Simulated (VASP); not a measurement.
# NaF (F-43m) in VASP: a series of runs

The runs below take NaF through single point, relaxation of cell and atoms, with r2SCAN, PBE, PBEsol, LDA.

All numbers are computed with VASP 6.6.1; they aren't measurements. Logs are shortened: lines on timing, memory, paths and dates and some standing lists are left out, and cuts for length are marked.

## Step 1: The cell of the first run

The structure is cubic, space group F-43m (No. 216). The conventional cell has a = 5.063 Å, b = 5.063 Å, c = 5.063 Å, α = 90.00°, β = 90.00°, γ = 90.00°. Na (site symmetry -43m) has 4 F at 2.19 Å within 2.9 Å. F (site symmetry -43m) has 4 Na at 2.19 Å within 2.9 Å.

## Step 2: Single point, r2SCAN

Contents of POSCAR:

```
NaF
1.0
    0.0000000000      2.5312613675      2.5312613675
    2.5312613675      0.0000000000      2.5312613675
    2.5312613675      2.5312613675      0.0000000000
Na F
1 1
Direct
    0.0000000000      0.0000000000      0.0000000000
    0.2500000000      0.2500000000      0.2500000000
```

Contents of INCAR.step1:

```
PREC = Accurate ; ENCUT = 520
ISMEAR = -1 ; SIGMA = 0.02
LREAL = F ; LASPH = T
NELM = 100 ; NBANDS = 14
GGA = PE ; ALGO = Normal
EDIFF = 1E-4 ; LWAVE = T
LCHARG = F
```

Contents of INCAR.step2:

```
PREC = Accurate ; ENCUT = 520
EDIFF = 1E-6 ; ISMEAR = -1
SIGMA = 0.02 ; LREAL = F
LASPH = T ; NELM = 100
ALGO = Normal ; ISIF = 2
LWAVE = F ; LCHARG = F
METAGGA = R2SCAN ; LMIXTAU = T
NBANDS = 14 ; ISTART = 1
```

Contents of KPOINTS:

```
Automatic mesh
0
Gamma
  8 8 8
```

Potentials or basis: VASP PAW PBE potentials, release 64 (Na_pv, F).

Run with:

```console
> cat potpaw_PBE.64/Na_pv/POTCAR potpaw_PBE.64/F/POTCAR > POTCAR
> cp INCAR.step1 INCAR
> mpirun -np 1 vasp_std > vasp.out
> cp INCAR.step2 INCAR
> mpirun -np 1 vasp_std > vasp.out
```

OUTCAR:

```text
PREC = Accurate
   ENCUT = 520
   EDIFF = 1E-6
   ISMEAR = -1
   LREAL = F
   LASPH = T
   NELM = 100
   ISIF = 2
   METAGGA = R2SCAN
   ISTART = 1

 ion  position               nearest neighbor table
   1  0.000  0.000  0.000-   2 2.19   2 2.19   2 2.19   2 2.19
   2  0.250  0.250  0.250-   1 2.19   1 2.19   1 2.19   1 2.19

  LATTYP: Found a face centered cubic cell.
 ALAT       =     5.0625227350

  Lattice vectors:

 A1 = (   0.0000000000,   2.5312613675,   2.5312613675)
 A2 = (   2.5312613675,   0.0000000000,   2.5312613675)
 A3 = (   2.5312613675,   2.5312613675,   0.0000000000)

Analysis of symmetry for initial positions (statically):
=====================================================================
 Subroutine PRICEL returns:
 Original cell was already a primitive cell.

 Routine SETGRP: Setting up the symmetry group for a
 face centered cubic supercell.

 Subroutine GETGRP returns: Found 24 space group operations
 (whereof 24 operations were pure point group operations)
 out of a pool of 48 trial point group operations.

The static configuration has the point symmetry T_d .

Analysis of symmetry for dynamics (positions and initial velocities):
=====================================================================
 Subroutine PRICEL returns:
 Original cell was already a primitive cell.

 Routine SETGRP: Setting up the symmetry group for a
 face centered cubic supercell.

 Subroutine GETGRP returns: Found 24 space group operations
 (whereof 24 operations were pure point group operations)
 out of a pool of 48 trial point group operations.

The dynamic configuration has the point symmetry T_d .

 Subroutine INISYM returns: Found 24 space group operations
 (whereof 24 operations are pure point group operations),
 and found     1 'primitive' translations

----------------------------------------------------------------------------------------

                                     Primitive cell

  volume of cell :      32.4370

  direct lattice vectors                    reciprocal lattice vectors
     0.000000000  2.531261367  2.531261367    -0.197529977  0.197529977  0.197529977
     2.531261367  0.000000000  2.531261367     0.197529977 -0.197529977  0.197529977
     2.531261367  2.531261367  0.000000000     0.197529977  0.197529977 -0.197529977

  length of vectors
     3.579744156  3.579744156  3.579744156     0.342131956  0.342131956  0.342131956

  position of ions in fractional coordinates (direct lattice)
     0.000000000  0.000000000  0.000000000
     0.250000000  0.250000000  0.250000000

  ion indices of the primitive-cell ions
   primitive index   ion index
                 1           1
                 2           2

----------------------------------------------------------------------------------------

 KPOINTS: Automatic mesh

Automatic generation of k-mesh.
 Grid dimensions read from file:
 generate k-points for:    8    8    8

 Generating k-lattice:

  Cartesian coordinates                     Fractional coordinates (reciprocal lattice)
    -0.024691247  0.024691247  0.024691247     0.125000000  0.000000000  0.000000000
     0.024691247 -0.024691247  0.024691247     0.000000000  0.125000000  0.000000000
     0.024691247  0.024691247 -0.024691247     0.000000000  0.000000000  0.125000000

  Length of vectors
     0.042766495  0.042766495  0.042766495

  Shift w.r.t. Gamma in fractional coordinates (k-lattice)
     0.000000000  0.000000000  0.000000000

 Subroutine IBZKPT returns following result:
 ===========================================

 Found     29 irreducible k-points:

 Following reciprocal coordinates:
            Coordinates               Weight
  0.000000  0.000000  0.000000      1.000000
  0.125000  0.000000  0.000000      8.000000
  0.250000  0.000000  0.000000      8.000000
  0.375000  0.000000  0.000000      8.000000
  0.500000  0.000000  0.000000      4.000000
  0.125000  0.125000  0.000000      6.000000
[... 16 lines left out ...]
  0.500000  0.250000  0.125000     48.000000
 -0.375000  0.250000  0.125000     24.000000
 [... further k-points ...]
   k-points           NKPTS =     29   k-points in BZ     NKDIM =     29   number of bands    NBANDS=     14
   number of dos      NEDOS =    301   number of ions     NIONS =      2
   total plane-waves  NPLWV =  21952
   dimension x,y,z NGX =    28 NGY =   28 NGZ =   28
   dimension x,y,z NGXF=    56 NGYF=   56 NGZF=   56
   ions per type =               1   1
   NGX,Y,Z   is equivalent  to a cutoff of  13.00, 13.00, 13.00 a.u.
   NGXF,Y,Z  is equivalent  to a cutoff of  26.01, 26.01, 26.01 a.u.
 SYSTEM =  unknown system
   PREC   = accura    normal or accurate (medium, high low for compatibility)
   ISTART =      1    job   : 0-new  1-cont  2-samecut
   ICHARG =      0    charge: 1-file 2-atom 10-const
   ISPIN  =      1    spin polarized calculation?
   LNONCOLLINEAR =      F non collinear calculations
   LSORBIT =      F    spin-orbit coupling
   LASPH  =      T    aspherical Exc in radial PAW
   ENCUT  =  520.0 eV  38.22 Ry    6.18 a.u.   6.66  6.66  6.66*2*pi/ulx,y,z
   NELM   =    100;   NELMIN=  2; NELMDL=  0     # of ELM steps
   EDIFF  = 0.1E-05   stopping-criterion for ELM
   LREAL  =      F    real-space projection
   EDIFFG = 0.1E-04   stopping-criterion for IOM
   NSW    =      0    number of steps for IOM
   IBRION =     -1    ionic relax: 0-MD 1-quasi-New 2-CG
   NFREE  =      0    steps in history (QN), initial steepest desc. (CG)
   ISIF   =      2    stress and relaxation
   ISYM   =      2    0-nonsym 1-usesym 2-fastsym
   POTIM  = 0.5000    time-step for ionic-motion
   TEBEG  =    0.0;   TEEND  =   0.0 temperature during run
   PSTRESS=    0.0 pullay stress
   NELECT =      14.0000    total number of electrons
   NUPDOWN=      -1.0000    fix difference up-down
   EMIN   =  10.00;   EMAX   =-10.00  energy-range for DOS
   EFERMI =   0.00;   METHOD = LEGACY
   ISMEAR =    -1;   SIGMA  =   0.02  broadening in eV -4-tet -1-fermi 0-gaus
   EFERMI_NEDOS =   21; number of points for ismear=-14 and -15
   IALGO  =     38    algorithm
   IMIX   =      4    mixing-type and parameters
     AMIX     =   0.40;   BMIX     =  1.00
     AMIX_MAG =   1.60;   BMIX_MAG =  1.00
  volume/ion in A,a.u.               =      16.22       109.45
  Fermi-wavevector in a.u.,A,eV,Ry     =   1.237192  2.337954 20.825685  1.530645
  Thomas-Fermi vector in A             =   2.371770
   LORBIT       =      0    0 simple, 1 ext, 2 COOP (PROOUT), +10 PAW based schemes
   METAGGA = R2SCAN    functional components
   LHFCALC =     F    Hartree Fock is set to
   AEXX    =    0.0000 exact exchange contribution
   IVDW    =     0    specifies the selected vdW correction
   LEPSILON=     F    determine dielectric tensor
   LRPA    =     F    only Hartree local field effects (RPA)
 non-spin polarized calculation
  energy-cutoff  :      520.00
  volume of cell :       32.44
 maximum number of plane-waves:       893
   NGX = 13   NGY = 13   NGZ = 13

 number of electron      13.9999982 magnetization

 Free energy of the ion-electron system (eV)
  ---------------------------------------------------
  ext. energy  EPLUGINS =         0.00000000
  ---------------------------------------------------
  free energy    TOTEN  =       -12.32153248 eV

  energy without entropy =      -12.32153248  energy(sigma->0) =      -12.32153248

 E-fermi :  -3.4127     XC(G=0):  -8.2303

 val. band max:       -3.9933628214   @ k =   0.0000   0.0000   0.0000
 cond. band min:       2.2808350216   @ k =   0.0000   0.0000   0.0000
 fundamental gap:      6.2741978430
 Fermi energy:        -3.4127416885

 k-point     1 :       0.0000    0.0000    0.0000
  band No.  band energies     occupation
      1     -23.8601      2.00000
      2     -23.4045      2.00000
      3     -23.4042      2.00000
      4     -23.4042      2.00000
      5      -3.9934      2.00000
      6      -3.9934      2.00000
      7      -3.9934      2.00000
      8       2.2808      0.00000
      9      16.5104      0.00000
     10      16.5104      0.00000
     11      16.5107      0.00000
     12      17.7703      0.00000
     13      17.7703      0.00000
     14      17.7705      0.00000

 k-point     2 :       0.1250    0.0000    0.0000
  band No.  band energies     occupation
      1     -23.9665      2.00000
      2     -23.4061      2.00000
      3     -23.4058      2.00000
      4     -23.2899      2.00000
      5      -4.1431      2.00000
      6      -3.9981      2.00000
      7      -3.9981      2.00000
      8       2.6985      0.00000
      9      14.4138      0.00000
     10      15.9259      0.00000
     11      15.9259      0.00000
     12      17.6517      0.00000
     13      17.6869      0.00000
     14      17.6874      0.00000

 k-point     3 :       0.2500    0.0000    0.0000
  band No.  band energies     occupation
      1     -24.1321      2.00000
      2     -23.4101      2.00000
      3     -23.4098      2.00000
      4     -23.1053      2.00000
      5      -4.4516      2.00000
      6      -4.0095      2.00000
      7      -4.0095      2.00000
      8       3.7845      0.00000
      9      11.7396      0.00000
     10      14.9561      0.00000
     11      14.9562      0.00000
     12      17.2755      0.00000
     13      18.1561      0.00000
     14      18.1567      0.00000
[... 324 lines left out ...]
 k-point    23 :       0.5000    0.2500    0.1250
  band No.  band energies     occupation
      1     -24.2967      2.00000
      2     -23.4364      2.00000
      3     -23.4197      2.00000
      4     -22.8889      2.00000
      5      -4.6180      2.00000
      6      -4.2050      2.00000
      7      -4.0576      2.00000
      8       5.8241      0.00000
      9       9.5509      0.00000
     10      12.0534      0.00000
     11      13.9202      0.00000
     12      17.6645      0.00000
     13      18.9979      0.00000
     14      20.4785      0.00000

 k-point    24 :      -0.3750    0.2500    0.1250
  band No.  band energies     occupation
      1     -24.3255      2.00000
      2     -23.4406      2.00000
      3     -23.4220      2.00000
      4     -22.8506      2.00000
      5      -4.6503      2.00000
      6      -4.2386      2.00000
      7      -4.0703      2.00000
      8       6.7848      0.00000
      9       8.4162      0.00000
     10      11.8550      0.00000
     11      13.7314      0.00000
     12      17.9425      0.00000
     13      18.7971      0.00000
     14      21.3612      0.00000

 [... further k-points ...]
[... 5 lines left out ...]
  --------------------------------------------------------------------------------------
  -------------------------------------------------------------------------------------
  Total       -0.0670258     -0.0670258     -0.0670258      0.0000000     -0.0000000      0.0000000
  in kB       -3.3106391     -3.3106391     -3.3106391      0.0000000     -0.0000000      0.0000000
  external PRESSURE =      -3.3106391 kB  Pullay stress =       0.0000000 kB

 VOLUME and BASIS-vectors are now :
 -----------------------------------------------------------------------------
  energy-cutoff  :      520.00
  volume of cell :       32.44
      direct lattice vectors                 reciprocal lattice vectors
     0.000000000  2.531261367  2.531261367    -0.197529977  0.197529977  0.197529977
     2.531261367  0.000000000  2.531261367     0.197529977 -0.197529977  0.197529977
     2.531261367  2.531261367  0.000000000     0.197529977  0.197529977 -0.197529977

 POSITION                                       TOTAL-FORCE (eV/Angst)
 -----------------------------------------------------------------------------------
      0.00000      0.00000      0.00000         0.000000      0.000000      0.000000
      1.26563      1.26563      1.26563        -0.000000     -0.000000      0.000000
 -----------------------------------------------------------------------------------
    total drift:                                0.000019      0.000019      0.000019

  FREE ENERGIE OF THE ION-ELECTRON SYSTEM (eV)
  ---------------------------------------------------
  free  energy   TOTEN  =       -12.3215324763 eV

  energy  without entropy=      -12.3215324763  energy(sigma->0) =      -12.32153248
```

Wall time 30 s (1 thread of Intel Xeon 6975P-C (Granite Rapids), shared host); peak memory 0.15 GiB.

Results:

* Free energy: -12.3215 eV
* Pressure: -0.3 GPa
* Band gap on the k mesh: 6.27 eV

Levels at points of the mesh, in eV from the valence-band top:
| k point | band 4 | band 5 | band 6 | band 7 | band 8 | band 9 | band 10 | band 11 |
| --- | --- | --- | --- | --- | --- | --- | --- | --- |
| (0.00, 0.00, 0.00) | -19.41 | 0.00 | 0.00 | 0.00 | 6.27 | 20.50 | 20.50 | 20.50 |
| (0.50, 0.00, 0.00) | -18.93 | -0.81 | -0.03 | -0.03 | 10.54 | 11.78 | 18.06 | 18.06 |
| (0.50, 0.50, 0.00) | -18.81 | -0.74 | -0.15 | -0.15 | 10.48 | 12.72 | 17.60 | 18.12 |

Caveat: the PAW data sets were made with another functional, which shifts forces and pressure a little. A k mesh can miss the band edges.

## Step 3: Relaxation of cell and atoms, PBE

This run uses another cell than the first one, of 11.51 Å³/atom.

Contents of INCAR:

```
SYSTEM = NaF
  PREC = Accurate
  ENCUT = 600
  EDIFF = 1E-6
  ISMEAR = -1
  SIGMA = 0.02
  LREAL = .FALSE.
  LASPH = .TRUE.
  NELM = 60
  ALGO = Normal
  ISIF = 3
  LWAVE = .FALSE.
  LCHARG = .FALSE.
  GGA = PE
  IBRION = 2
  NSW = 80
  EDIFFG = -0.005
```

Contents of KPOINTS:

```
regular mesh
0
G
  8 8 8
  0 0 0
```

Contents of POSCAR:

```
NaF
1.0
    0.0000000000      2.2580169028      2.2580169028
    2.2580169028      0.0000000000      2.2580169028
    2.2580169028      2.2580169028      0.0000000000
Na F
1 1
Direct
    0.0000000000      0.0000000000      0.0000000000
    0.2500000000      0.2500000000      0.2500000000
```

Potentials or basis: VASP PAW PBE potentials, release 64 (Na_pv, F).

Run with:

```console
> cat potpaw_PBE.64/Na_pv/POTCAR potpaw_PBE.64/F/POTCAR > POTCAR
> mpirun -np 1 vasp_std > vasp.out
```

OUTCAR:

```text
SYSTEM = NaF
   PREC = Accurate
   ENCUT = 600
   EDIFF = 1E-6
   ISMEAR = -1
   LREAL = .FALSE.
   LASPH = .TRUE.
   NELM = 60
   ISIF = 3
   GGA = PE
   IBRION = 2
   NSW = 80
   EDIFFG = -0.005

 ion  position               nearest neighbor table
   1  0.000  0.000  0.000-   2 1.96   2 1.96   2 1.96   2 1.96
   2  0.250  0.250  0.250-   1 1.96   1 1.96   1 1.96   1 1.96

  LATTYP: Found a face centered cubic cell.
 ALAT       =     4.5160338056

  Lattice vectors:

 A1 = (   0.0000000000,   2.2580169028,   2.2580169028)
 A2 = (   2.2580169028,   0.0000000000,   2.2580169028)
 A3 = (   2.2580169028,   2.2580169028,   0.0000000000)

Analysis of symmetry for initial positions (statically):
=====================================================================
 Subroutine PRICEL returns:
 Original cell was already a primitive cell.

[... 182 lines left out ...]
      2     -19.8833      2.00000
      3     -19.8833      2.00000
      4     -19.8833      2.00000
      5      -2.1108      2.00000
      6      -2.1108      2.00000
      7      -2.1108      2.00000
      8       4.8166      0.00000
      9      20.9514      0.00000
     10      20.9514      0.00000
     11      20.9514      0.00000
[... 501 lines left out ...]
--------------------------------------- Ionic step        6  -------------------------------------------

 number of electron      13.9999995 magnetization

 Free energy of the ion-electron system (eV)
  ---------------------------------------------------
  ext. energy  EPLUGINS =         0.00000000
  ---------------------------------------------------
  free energy    TOTEN  =        -8.37097178 eV

  energy without entropy =       -8.37097178  energy(sigma->0) =       -8.37097178

 E-fermi :  -3.0369     XC(G=0):  -7.6016

 val. band max:       -3.4822344412   @ k =   0.0000   0.0000   0.0000
 cond. band min:       2.0282042170   @ k =   0.0000   0.0000   0.0000
 fundamental gap:      5.5104386582
 Fermi energy:        -3.0369049699

 k-point     1 :       0.0000    0.0000    0.0000
  band No.  band energies     occupation
      1     -22.4407      2.00000
      2     -22.4407      2.00000
      3     -22.4407      2.00000
      4     -22.1951      2.00000
      5      -3.4822      2.00000
      6      -3.4822      2.00000
      7      -3.4822      2.00000
      8       2.0282      0.00000
      9      15.5041      0.00000
     10      15.5041      0.00000
     11      15.5041      0.00000
[... 351 lines left out ...]
  FREE ENERGIE OF THE ION-ELECTRON SYSTEM (eV)
  ---------------------------------------------------
  free  energy   TOTEN  =        -8.3709717846 eV

  energy  without entropy=       -8.3709717846  energy(sigma->0) =       -8.37097178

 reached required accuracy - stopping structural energy minimisation
```

OSZICAR:

```text
N       E                     dE             d eps       ncg     rms          rms(c)
DAV:   1     0.123627687810E+03    0.12363E+03   -0.90834E+03   653   0.179E+03
DAV:   2    -0.215673773431E+01   -0.12578E+03   -0.11793E+03   664   0.409E+02
DAV:   3    -0.876933628899E+01   -0.66126E+01   -0.65879E+01   731   0.947E+01
[... 52 lines left out ...]
DAV:   2    -0.837117822675E+01    0.20399E-02   -0.96724E-03   758   0.104E+00    0.997E-02
DAV:   3    -0.837102918945E+01    0.14904E-03   -0.33825E-04   730   0.456E-01    0.531E-02
DAV:   4    -0.837097353545E+01    0.55654E-04   -0.55573E-05   722   0.265E-01    0.809E-03
DAV:   5    -0.837097191902E+01    0.16164E-05   -0.77427E-06   641   0.475E-02    0.202E-03
DAV:   6    -0.837097178464E+01    0.13438E-06   -0.97979E-07   319   0.207E-02
   6 F= -.83709718E+01 E0= -.83709718E+01  d E =-.132640E-03
```

It took 25 s on 1 thread of Intel Xeon 6975P-C (Granite Rapids), shared host; peak memory 0.15 GiB.

Results:

| Item | Value |
| --- | --- |
| Free energy | -8.3710 eV |
| Relaxed volume | 16.75 Å³/atom |
| Relaxed cell | a = 3.618 Å, b = 3.618 Å, c = 3.618 Å, α = 60.00°, β = 60.00°, γ = 60.00° |
| Space group after relaxing (to 0.1 Å) | F-43m (No. 216) |
| Energy gained by relaxing | 382.9 meV/atom |
| Ionic steps | 6 |
| Pressure after relaxing | 0.0 GPa |
| Band gap on the k mesh | 5.51 eV |

Step by step:
```tsv
step	energy change (eV)	largest force (eV/Å)	pressure (GPa)	volume (Å³)
1	0.0000	0.0000	32.12	23.03
2	-0.7505	0.0000	2.77	31.60
3	-0.7645	0.0000	0.74	32.90
4	-0.7658	0.0000	0.05	33.40
5	-0.7656	0.0000	-0.26	33.64
6	-0.7658	0.0000	-0.05	33.50
```

Final structure:
```cif
data_structure
_symmetry_space_group_name_H-M 'P 1'
_symmetry_Int_Tables_number 1
_cell_length_a 3.6185
_cell_length_b 3.6185
_cell_length_c 3.6185
_cell_angle_alpha 60.000
_cell_angle_beta 60.000
_cell_angle_gamma 60.000
_cell_volume 33.50
loop_
_atom_site_label
_atom_site_type_symbol
_atom_site_fract_x
_atom_site_fract_y
_atom_site_fract_z
_atom_site_occupancy
Na1 Na 0.00000 0.00000 0.00000 1
F1 F 0.25000 0.25000 0.25000 1
```

Caveat: the volume moved by over 15 % at a fixed basis, so the end points are rough. A k mesh can miss the band edges.

(Continued in part 2 of 2.)
